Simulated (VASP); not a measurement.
# Nb (C2/c) in VASP: single point with BLYP

Aim: the single point of Nb with BLYP.

Everything below comes from runs of VASP 6.6.1. Logs are shortened: lines on timing, memory, paths and dates and some standing lists are left out, and cuts for length are marked.

## 1. The cell of the first run

The typed cell holds 2 atoms: a = 3.197 Å, b = 3.197 Å, c = 5.409 Å, α = 96.95°, β = 96.95°, γ = 126.17°.

## 2. Single point, BLYP (volume scaled by 1.12)

Contents of INCAR:

```
SYSTEM = Nb
  PREC = Accurate
  ENCUT = 520
  EDIFF = 1E-7
  ISMEAR = -1
  SIGMA = 0.1
  LREAL = .False.
  LASPH = .True.
  NELM = 60
  ALGO = Normal
  ISIF = 2
  LWAVE = .False.
  LCHARG = .False.
  GGA = B5
  ALDAX = 1.0
  AGGAX = 1.0
  AGGAC = 1.0
  ALDAC = 0.0
  NBANDS = 20
```

Contents of KPOINTS:

```
Automatic mesh
0
Gamma
  15 15 7
  0 0 0
```

Contents of POSCAR:

```
Nb
1.0
   -2.0158006075      2.0160197584      1.4474169434
    2.0160197584     -2.0158006075      1.4474169434
    3.6856042659      3.6856042659     -1.4470155681
Nb
2
Direct
    0.0000941294      0.9999058706      1.0000000000
    0.7499058706      0.2500941294      0.5000000000
```

Potentials or basis: VASP PAW PBE potentials, release 64 (Nb_sv).

On the command line:

```
> cat potpaw_PBE.64/Nb_sv/POTCAR > POTCAR
> mpirun -np 1 vasp_std > vasp.out
```

OUTCAR:

```text
SYSTEM = Nb
   PREC = Accurate
   ENCUT = 520
   EDIFF = 1E-7
   ISMEAR = -1
   LREAL = .False.
   LASPH = .True.
   NELM = 60
   ISIF = 2
   GGA = B5

 ion  position               nearest neighbor table
   1  0.000  1.000  0.000-
   2  0.750  0.250  0.500-

  LATTYP: Found a base centered monoclinic cell.
 ALAT       =     2.8948339034
 B/A-ratio  =     1.9696656985
 C/A-ratio  =     1.8686264957
 COS(beta)  =    -0.2673988490

  Lattice vectors:

 A1 = (  -2.0158006075,   2.0160197584,   1.4474169434)
 A2 = (   2.0160197584,  -2.0158006075,   1.4474169434)
 A3 = (   3.6856042659,   3.6856042659,  -1.4470155681)

Analysis of symmetry for initial positions (statically):
=====================================================================
 Subroutine PRICEL returns:
 Original cell was already a primitive cell.

 Routine SETGRP: Setting up the symmetry group for a
 base centered monoclinic supercell.

 Subroutine GETGRP returns: Found  4 space group operations
 (whereof  2 operations were pure point group operations)
 out of a pool of  4 trial point group operations.

The static configuration has the point symmetry C_2 .
 The point group associated with its full space group is C_2h.

Analysis of symmetry for dynamics (positions and initial velocities):
=====================================================================
 Subroutine PRICEL returns:
 Original cell was already a primitive cell.

 Routine SETGRP: Setting up the symmetry group for a
 base centered monoclinic supercell.

 Subroutine GETGRP returns: Found  4 space group operations
 (whereof  2 operations were pure point group operations)
 out of a pool of  4 trial point group operations.

The dynamic configuration has the point symmetry C_2 .
 The point group associated with its full space group is C_2h.

 Subroutine INISYM returns: Found  4 space group operations
 (whereof  2 operations are pure point group operations),
 and found     1 'primitive' translations

----------------------------------------------------------------------------------------

                                     Primitive cell

  volume of cell :      43.0176

  direct lattice vectors                    reciprocal lattice vectors
[... 73 lines left out ...]
   dimension x,y,z NGXF=    48 NGYF=   48 NGZF=   80
   ions per type =               2
   NGX,Y,Z   is equivalent  to a cutoff of  12.48, 12.48, 12.29 a.u.
   NGXF,Y,Z  is equivalent  to a cutoff of  24.96, 24.96, 24.59 a.u.
 SYSTEM =  Nb
   PREC   = accura    normal or accurate (medium, high low for compatibility)
   ISTART =      0    job   : 0-new  1-cont  2-samecut
   ICHARG =      2    charge: 1-file 2-atom 10-const
   ISPIN  =      1    spin polarized calculation?
   LNONCOLLINEAR =      F non collinear calculations
   LSORBIT =      F    spin-orbit coupling
   LASPH  =      T    aspherical Exc in radial PAW
   ENCUT  =  520.0 eV  38.22 Ry    6.18 a.u.   5.94  5.94 10.06*2*pi/ulx,y,z
   NELM   =     60;   NELMIN=  2; NELMDL= -5     # of ELM steps
   EDIFF  = 0.1E-06   stopping-criterion for ELM
   LREAL  =      F    real-space projection
   EDIFFG = 0.1E-05   stopping-criterion for IOM
   NSW    =      0    number of steps for IOM
   IBRION =     -1    ionic relax: 0-MD 1-quasi-New 2-CG
   NFREE  =      0    steps in history (QN), initial steepest desc. (CG)
   ISIF   =      2    stress and relaxation
   ISYM   =      2    0-nonsym 1-usesym 2-fastsym
   POTIM  = 0.5000    time-step for ionic-motion
   TEBEG  =    0.0;   TEEND  =   0.0 temperature during run
   PSTRESS=    0.0 pullay stress
   NELECT =      26.0000    total number of electrons
   NUPDOWN=      -1.0000    fix difference up-down
   EMIN   =  10.00;   EMAX   =-10.00  energy-range for DOS
   EFERMI =   0.00;   METHOD = LEGACY
   ISMEAR =    -1;   SIGMA  =   0.10  broadening in eV -4-tet -1-fermi 0-gaus
   EFERMI_NEDOS =   21; number of points for ismear=-14 and -15
   IALGO  =     38    algorithm
   IMIX   =      4    mixing-type and parameters
     AMIX     =   0.40;   BMIX     =  1.00
     AMIX_MAG =   1.60;   BMIX_MAG =  1.00
  volume/ion in A,a.u.               =      21.51       145.15
  Fermi-wavevector in a.u.,A,eV,Ry     =   1.384152  2.615668 26.067088  1.915877
  Thomas-Fermi vector in A             =   2.508683
   LORBIT       =      0    0 simple, 1 ext, 2 COOP (PROOUT), +10 PAW based schemes
   GGA     = B5    functional components
   LHFCALC =     F    Hartree Fock is set to
   AEXX    =    0.0000 exact exchange contribution
   IVDW    =     0    specifies the selected vdW correction
   LEPSILON=     F    determine dielectric tensor
   LRPA    =     F    only Hartree local field effects (RPA)
 non-spin polarized calculation
  energy-cutoff  :      520.00
  volume of cell :       43.02
 maximum number of plane-waves:      1179
   NGX = 11   NGY = 11   NGZ = 19

 number of electron      26.0000001 magnetization

 Free energy of the ion-electron system (eV)
  ---------------------------------------------------
  ext. energy  EPLUGINS =         0.00000000
  ---------------------------------------------------
  free energy    TOTEN  =       -17.28243840 eV

  energy without entropy =      -17.19272961  energy(sigma->0) =      -17.23758401

 E-fermi :   9.5675     XC(G=0): -11.0016

 val. band max:        9.5639018389   @ k =  -0.2000   0.4000   0.4286
 cond. band min:       9.5697545096   @ k =   0.3333   0.3333   0.0000
 fundamental gap:      0.0058526706
 Fermi energy:         9.5674987712

 k-point     1 :       0.0000    0.0000    0.0000
  band No.  band energies     occupation
      1     -45.1067      2.00000
      2     -45.0041      2.00000
      3     -21.6005      2.00000
      4     -20.9958      2.00000
      5     -20.8564      2.00000
      6     -20.8529      2.00000
[... 541 lines left out ...]
     19      13.2064      0.00000
     20      15.2942      0.00000

 [... further k-points ...]
[... 5 lines left out ...]
  --------------------------------------------------------------------------------------
  -------------------------------------------------------------------------------------
  Total       -3.6560821     -3.6560821     -3.7821329      0.0796889      0.0028974      0.0028974
  in kB     -136.1695764   -136.1695764   -140.8642980      2.9679875      0.1079134      0.1079130
  external PRESSURE =    -137.7344836 kB  Pullay stress =       0.0000000 kB

 VOLUME and BASIS-vectors are now :
 -----------------------------------------------------------------------------
  energy-cutoff  :      520.00
  volume of cell :       43.02
      direct lattice vectors                 reciprocal lattice vectors
    -2.015800608  2.016019758  1.447416943    -0.056202805  0.191824118  0.345432698
     2.016019758 -2.015800608  1.447416943     0.191824118 -0.056202805  0.345432698
     3.685604266  3.685604266 -1.447015568     0.135658932  0.135658932 -0.000020540

 POSITION                                       TOTAL-FORCE (eV/Angst)
 -----------------------------------------------------------------------------------
      2.01564     -2.01542      1.44742         0.003111     -0.003111      0.000000
      0.83534      2.85049      0.72391        -0.003111      0.003111     -0.000000
 -----------------------------------------------------------------------------------
    total drift:                                0.000000     -0.000000      0.000000

  FREE ENERGIE OF THE ION-ELECTRON SYSTEM (eV)
  ---------------------------------------------------
  free  energy   TOTEN  =       -17.2824383971 eV

  energy  without entropy=      -17.1927296131  energy(sigma->0) =      -17.23758401
```

Wall time 3 min (1 thread of Intel Xeon Platinum 8559C (Emerald Rapids), shared host); peak memory 0.38 GiB.

What came out:

```
Free energy            : -17.2824 eV
Pressure               : -13.8 GPa
Largest force          : 0.004 eV/Å
Band gap on the k mesh : zero (band 13 reaches 10.90 eV, above the bottom of band 14 at 8.76 eV)
```

Forces in eV/Å, atoms in the order of the input:
```
Nb   0.003 -0.003  0.000
Nb  -0.003  0.003  0.000
```

Caveat: the PAW data sets were made with another functional, which shifts forces and pressure a little.
